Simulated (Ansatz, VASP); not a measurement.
## B6C in VASP and in Ansatz

```
CELL_PARAMETERS angstrom
2.77756 1.60363 4.08106
-2.77756 1.60363 4.08106
0.00000 -3.20726 4.08106
ATOMIC_POSITIONS crystal
B 0.80091 0.32080 0.80091
B 0.80091 0.80091 0.32080
B 0.32080 0.80091 0.80091
B 0.19909 0.19909 0.67920
B 0.67920 0.19909 0.19909
B 0.19909 0.67920 0.19909
B 0.00056 0.66436 0.00056
B 0.66436 0.00056 0.00056
B 0.00056 0.00056 0.66436
B 0.99944 0.33564 0.99944
B 0.99944 0.99944 0.33564
B 0.33564 0.99944 0.99944
C 0.63085 0.63085 0.63085
C 0.36915 0.36915 0.36915
```

Alike in both runs: task relaxation of cell and atoms; functional PBE; k mesh 6 × 6 × 6; occupations gaussian, width 0.1 eV; no spin polarisation.

```csv
,VASP,Ansatz
version,VASP 6.6.1,Ansatz 0.2.0
potentials or method,"VASP PAW PBE potentials, release 64 (B, C), cutoff 600 eV","scalar-relativistic, plane waves, PAW"
valence electrons in the cell,44,44
```

|  | VASP | Ansatz | Ansatz less VASP |
| --- | --- | --- | --- |
| gap on the k mesh at the Fermi level, each at its own relaxed structure (eV) | none | none | - |
| relaxed volume (Å³/atom) | 7.79 | 7.79 | +0.001 |
| relaxed cell length with the largest relative difference (Å) | 5.190 | 5.191 | +0.0006 |

A gap of «none» marks a metal or a gap that the smearing closes.
